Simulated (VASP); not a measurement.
# Al in VASP: further runs, part 2 of 3

VASP 6.6.1. Earlier steps stand in the parts before.

**3. Single point, PBEsol+D3(BJ) (biaxial strain in the a-b plane: +2.0 %)**

INCAR

```
SYSTEM = Al
ALGO     = Fast           ! electronic algorithm
EDIFF    = 1E-6           ! SCF threshold, eV
ENCUT    = 520            ! plane-wave cutoff, eV
GGA      = PS             ! functional
ISIF     = 2              ! what is computed and relaxed
ISMEAR   = 0              ! smearing method
IVDW     = 12             ! dispersion correction
LASPH    = .True.         ! aspherical terms in the spheres
LCHARG   = .True.         ! write CHGCAR
LELF     = .True.         ! ELF
LREAL    = .False.        ! projectors in reciprocal space
LVHAR    = .True.       
LWAVE    = .False.        ! write WAVECAR
NBANDS   = 10             ! bands
NELM     = 80             ! most SCF steps
PREC     = Accurate       ! precision mode
SIGMA    = 0.1            ! smearing width, eV
```

KPOINTS

```
k-points
0
Gamma
  24 24 12
  0 0 0
```

POSCAR

```
Al
1.0
    2.8460643694      0.0000000000      0.0000000000
   -1.4230321847      2.4647640447      0.0000000000
    0.0000000000      0.0000000000      4.5921426640
Al
2
Direct
    0.6666666667      0.3333333333      0.7500000000
    0.3333333333      0.6666666667      0.2500000000
```

Potentials or basis: VASP PAW PBE potentials, release 64 (Al).

Run with:

```console
$ cat potpaw_PBE.64/Al/POTCAR > POTCAR
$ mpirun -np 1 vasp_std > vasp.out
```

It took 3.9 min on 1 thread of AMD EPYC 7R13 (Zen 3), shared host; peak memory 0.21 GiB.

The run converged. Its results:

| Item | Value |
| --- | --- |
| Free energy | -8.7677 eV |
| Pressure | -2.2 GPa |
| Band gap on the k mesh | zero (band 3 reaches 12.65 eV, above the bottom of band 4 at 4.93 eV) |
| Dispersion energy per atom | -0.325 eV |

Stress tensor (GPa, compression positive):
```
-3.01  0.00  0.00
 0.00 -3.01  0.00
 0.00  0.00 -0.54
```

Levels at points of the mesh, in eV from the Fermi level:
| k point | band 1 | band 2 | band 3 | band 4 | band 5 | band 6 | band 7 |
| --- | --- | --- | --- | --- | --- | --- | --- |
| (0.00, 0.00, 0.00) | -11.30 | -4.62 | -4.26 | 10.56 | 10.56 | 10.94 | 10.94 |
| (0.50, 0.00, 0.00) | -5.44 | -5.26 | 0.61 | 1.29 | 1.49 | 1.91 | 5.55 |
| (0.00, 0.00, 0.50) | -9.55 | -9.55 | 3.72 | 3.72 | 11.80 | 11.80 | 11.80 |
| (0.50, 0.00, 0.50) | -4.01 | -4.01 | -3.27 | -3.27 | 7.05 | 7.05 | 7.64 |

Caveat: the cell differs from its parent crystal (biaxial strain in the a-b plane: +2.0 %); the PAW data sets were made with another functional, which shifts forces and pressure a little; pairwise dispersion overbinds metals, which lowers pressure and volume.

**4. Single point, PBEsol+D3(BJ) (biaxial strain in the a-b plane: +3.0 %, then relaxed in part)**

INCAR

```
  ALGO = Normal
  EDIFF = 1E-7
  ENCUT = 520
  GGA = PS
  ISIF = 2
  ISMEAR = 0
  IVDW = 12
  LASPH = True
  LCHARG = True
  LELF = True
  LREAL = False
  LVHAR = True
  LWAVE = False
  NBANDS = 10
  NELM = 100
  PREC = Accurate
  SIGMA = 0.1
```

KPOINTS

```
k-points
0
Gamma
  24 24 12
```

POSCAR

```
Al
1.0
    2.8739669612      0.0000000000      0.0000000000
   -1.4369834806      2.4889283980      0.0000000000
    0.0000000000      0.0000000000      4.5157668201
Al
2
Direct
    0.6666666667      0.3333333333      0.7500000000
    0.3333333333      0.6666666667      0.2500000000
```

Potentials or basis: VASP PAW PBE potentials, release 64 (Al).

Run with:

```console
$ cat potpaw_PBE.64/Al/POTCAR > POTCAR
$ mpirun -np 1 vasp_std > vasp.out
```

OUTCAR:

```text
EDIFF = 1E-7
   ENCUT = 520
   GGA = PS
   ISIF = 2
   ISMEAR = 0
   IVDW = 12
   LASPH = True
   LREAL = False
   NELM = 100
   PREC = Accurate
 IVDW          = 12

 ion  position               nearest neighbor table
   1  0.667  0.333  0.750-   2 2.80   2 2.80   2 2.80   2 2.80   2 2.80   2 2.80
   2  0.333  0.667  0.250-   1 2.80   1 2.80   1 2.80   1 2.80   1 2.80   1 2.80

  LATTYP: Found a hexagonal cell.
 ALAT       =     2.8739669612
 C/A-ratio  =     1.5712660866

  Lattice vectors:

 A1 = (   2.8739669612,   0.0000000000,   0.0000000000)
 A2 = (  -1.4369834806,   2.4889283980,   0.0000000000)
 A3 = (   0.0000000000,   0.0000000000,   4.5157668201)

Analysis of symmetry for initial positions (statically):
=====================================================================
 Subroutine PRICEL returns:
 Original cell was already a primitive cell.

 Routine SETGRP: Setting up the symmetry group for a
 hexagonal supercell.

 Subroutine GETGRP returns: Found 24 space group operations
 (whereof 12 operations were pure point group operations)
 out of a pool of 24 trial point group operations.

The static configuration has the point symmetry D_3d.
 The point group associated with its full space group is D_6h.

Analysis of symmetry for dynamics (positions and initial velocities):
=====================================================================
 Subroutine PRICEL returns:
 Original cell was already a primitive cell.

 Routine SETGRP: Setting up the symmetry group for a
 hexagonal supercell.

 Subroutine GETGRP returns: Found 24 space group operations
 (whereof 12 operations were pure point group operations)
 out of a pool of 24 trial point group operations.

The dynamic configuration has the point symmetry D_3d.
 The point group associated with its full space group is D_6h.

 Subroutine INISYM returns: Found 24 space group operations
 (whereof 12 operations are pure point group operations),
 and found     1 'primitive' translations

----------------------------------------------------------------------------------------

                                     Primitive cell

  volume of cell :      32.3017

  direct lattice vectors                    reciprocal lattice vectors
     2.873966961  0.000000000  0.000000000     0.347951112  0.200889668  0.000000000
    -1.436983481  2.488928398  0.000000000     0.000000000  0.401779336  0.000000000
     0.000000000  0.000000000  4.515766820     0.000000000  0.000000000  0.221446332

  length of vectors
     2.873966961  2.873966961  4.515766820     0.401779336  0.401779336  0.221446332

  position of ions in fractional coordinates (direct lattice)
     0.666666667  0.333333333  0.750000000
     0.333333333  0.666666667  0.250000000

  ion indices of the primitive-cell ions
   primitive index   ion index
                 1           1
                 2           2

----------------------------------------------------------------------------------------

 KPOINTS: k-points

Automatic generation of k-mesh.
 Grid dimensions read from file:
 generate k-points for:   24   24   12

 Generating k-lattice:

[... 21 lines left out ...]
  0.125000  0.000000  0.000000      6.000000
  0.166667  0.000000  0.000000      6.000000
  0.208333 -0.000000  0.000000      6.000000
[... 16 lines left out ...]
  0.416667  0.041667  0.000000     12.000000
  0.458333  0.041667  0.000000     12.000000
 [... further k-points ...]
   k-points           NKPTS =    427   k-points in BZ     NKDIM =    427   number of bands    NBANDS=     10
   number of dos      NEDOS =    301   number of ions     NIONS =      2
   total plane-waves  NPLWV =  20736
   dimension x,y,z NGX =    24 NGY =   24 NGZ =   36
   dimension x,y,z NGXF=    48 NGYF=   48 NGZF=   72
   ions per type =               2
   NGX,Y,Z   is equivalent  to a cutoff of  13.88, 13.88, 13.25 a.u.
   NGXF,Y,Z  is equivalent  to a cutoff of  27.77, 27.77, 26.51 a.u.
 SYSTEM =  unknown system
   PREC   = accura    normal or accurate (medium, high low for compatibility)
   ISTART =      0    job   : 0-new  1-cont  2-samecut
   ICHARG =      2    charge: 1-file 2-atom 10-const
   ISPIN  =      1    spin polarized calculation?
   LNONCOLLINEAR =      F non collinear calculations
   LSORBIT =      F    spin-orbit coupling
   LASPH  =      T    aspherical Exc in radial PAW
   ENCUT  =  520.0 eV  38.22 Ry    6.18 a.u.   5.34  5.34  8.40*2*pi/ulx,y,z
   NELM   =    100;   NELMIN=  2; NELMDL= -5     # of ELM steps
   EDIFF  = 0.1E-06   stopping-criterion for ELM
   LREAL  =      F    real-space projection
   EDIFFG = 0.1E-05   stopping-criterion for IOM
   NSW    =      0    number of steps for IOM
   IBRION =     -1    ionic relax: 0-MD 1-quasi-New 2-CG
   NFREE  =      0    steps in history (QN), initial steepest desc. (CG)
   ISIF   =      2    stress and relaxation
   ISYM   =      2    0-nonsym 1-usesym 2-fastsym
   POTIM  = 0.5000    time-step for ionic-motion
   TEBEG  =    0.0;   TEEND  =   0.0 temperature during run
   PSTRESS=    0.0 pullay stress
   NELECT =       6.0000    total number of electrons
   NUPDOWN=      -1.0000    fix difference up-down
   EMIN   =  10.00;   EMAX   =-10.00  energy-range for DOS
   EFERMI =   0.00;   METHOD = LEGACY
   ISMEAR =     0;   SIGMA  =   0.10  broadening in eV -4-tet -1-fermi 0-gaus
   EFERMI_NEDOS =   21; number of points for ismear=-14 and -15
   IALGO  =     38    algorithm
   IMIX   =      4    mixing-type and parameters
     AMIX     =   0.40;   BMIX     =  1.00
     AMIX_MAG =   1.60;   BMIX_MAG =  1.00
  volume/ion in A,a.u.               =      16.15       108.99
  Fermi-wavevector in a.u.,A,eV,Ry     =   0.934078  1.765152 11.871118  0.872503
  Thomas-Fermi vector in A             =   2.060846
   LORBIT       =      0    0 simple, 1 ext, 2 COOP (PROOUT), +10 PAW based schemes
   GGA     = PS    functional components
   LHFCALC =     F    Hartree Fock is set to
   AEXX    =    0.0000 exact exchange contribution
   IVDW    =    12    specifies the selected vdW correction
   LEPSILON=     F    determine dielectric tensor
   LRPA    =     F    only Hartree local field effects (RPA)
 non-spin polarized calculation
 Gauss-broadening in eV      SIGMA  =   0.10
  energy-cutoff  :      520.00
  volume of cell :       32.30
 maximum number of plane-waves:       893
 NGX is ok and might be reduce to    24
   NGX = 11   NGY = 11   NGZ = 17

 number of electron       6.0000000 magnetization

 Free energy of the ion-electron system (eV)
  ---------------------------------------------------
  ext. energy  EPLUGINS =         0.00000000
  ---------------------------------------------------
  free energy    TOTEN  =        -8.10619574 eV

  energy without entropy =       -8.10146267  energy(sigma->0) =       -8.10382920

 E-fermi :   8.1583     XC(G=0): -10.3355

 val. band max:        8.1571672502   @ k =   0.2917   0.2083   0.1667
 cond. band min:       8.1594742812   @ k =   0.2500   0.0833   0.1667
 fundamental gap:      0.0023070310
 Fermi energy:         8.1582674291

 k-point     1 :       0.0000    0.0000    0.0000
  band No.  band energies     occupation
      1      -3.1077      2.00000
      2       3.7196      2.00000
      3       4.2458      2.00000
      4      18.2703      0.00000
      5      18.2703      0.00000
      6      18.7615      0.00000
      7      18.7615      0.00000
      8      20.6896      0.00000
      9      21.8445      0.00000
     10      23.8294      0.00000
[... 287 lines left out ...]
 k-point    24 :       0.4583    0.0417    0.0000
  band No.  band energies     occupation
      1       2.2817      2.00000
      2       3.2579      2.00000
      3       8.6554      0.00000
      4       9.4956      0.00000
      5       9.9488      0.00000
      6      10.4789      0.00000
      7      12.8221      0.00000
      8      15.9740      0.00000
      9      18.8461      0.00000
     10      19.2871      0.00000

 [... further k-points ...]

------------------------ aborting loop because EDIFF is reached ----------------------------------------

 Edisp (eV)   -0.64899

 E8    (eV) :    -0.4371

  FORCE on cell =-STRESS in cart. coord.  units (eV):
  Direction    XX          YY          ZZ          XY          YZ          ZX
  --------------------------------------------------------------------------------------
  -------------------------------------------------------------------------------------
  Total      -0.68843    -0.68843     0.01434     0.00000     0.00000     0.00000
  in kB     -34.14628   -34.14628     0.71145     0.00000     0.00000     0.00000
  external pressure =      -22.53 kB  Pullay stress =        0.00 kB

 VOLUME and BASIS-vectors are now :
 -----------------------------------------------------------------------------
  energy-cutoff  :      520.00
  volume of cell :       32.30
      direct lattice vectors                 reciprocal lattice vectors
     2.873966961  0.000000000  0.000000000     0.347951112  0.200889668  0.000000000
    -1.436983481  2.488928398  0.000000000     0.000000000  0.401779336  0.000000000
     0.000000000  0.000000000  4.515766820     0.000000000  0.000000000  0.221446332

 POSITION                                       TOTAL-FORCE (eV/Angst)
 -----------------------------------------------------------------------------------
      1.43698      0.82964      3.38683         0.000000      0.000000      0.000000
     -0.00000      1.65929      1.12894        -0.000000      0.000000      0.000000
 -----------------------------------------------------------------------------------
    total drift:                               -0.000000      0.000000     -0.000000

  FREE ENERGIE OF THE ION-ELECTRON SYSTEM (eV)
  ---------------------------------------------------
  free  energy   TOTEN  =        -8.7551848480 eV

  energy  without entropy=       -8.7504517763  energy(sigma->0) =       -8.75281831
```

It used 170 s of CPU time on 1 thread of AMD EPYC 7R13 Processor (Zen 3), with other jobs on the host.

Results:

| Quantity | Value |
| --- | --- |
| Free energy | -8.7552 eV |
| Pressure | -2.3 GPa |
| Band gap on the k mesh | zero (band 3 reaches 12.95 eV, above the bottom of band 4 at 4.86 eV) |
| Dispersion energy per atom | -0.324 eV |

Stress tensor (GPa, compression positive):
```
-3.41  0.00  0.00
 0.00 -3.41  0.00
 0.00  0.00  0.07
```

Levels at points of the mesh, in eV from the Fermi level:
```
           k point  band 1  band 2  band 3  band 4  band 5  band 6  band 7  band 8
(0.00, 0.00, 0.00)  -11.27   -4.44   -3.91   10.11   10.11   10.60   10.60   12.53
(0.50, 0.00, 0.00)   -5.54   -5.31    0.65    1.56    1.56    2.09    5.24    7.11
(0.00, 0.00, 0.50)   -9.46   -9.46    4.24    4.24   11.45   11.45   11.45   11.45
(0.50, 0.00, 0.50)   -4.03   -4.03   -3.30   -3.30    6.78    6.78    7.64    7.64
```

Caveat: the cell differs from its parent crystal (biaxial strain in the a-b plane: +3.0 %, then relaxed in part); the PAW data sets were made with another functional, which shifts forces and pressure a little; pairwise dispersion overbinds metals, which lowers pressure and volume.

(Continued in part 3 of 3.)
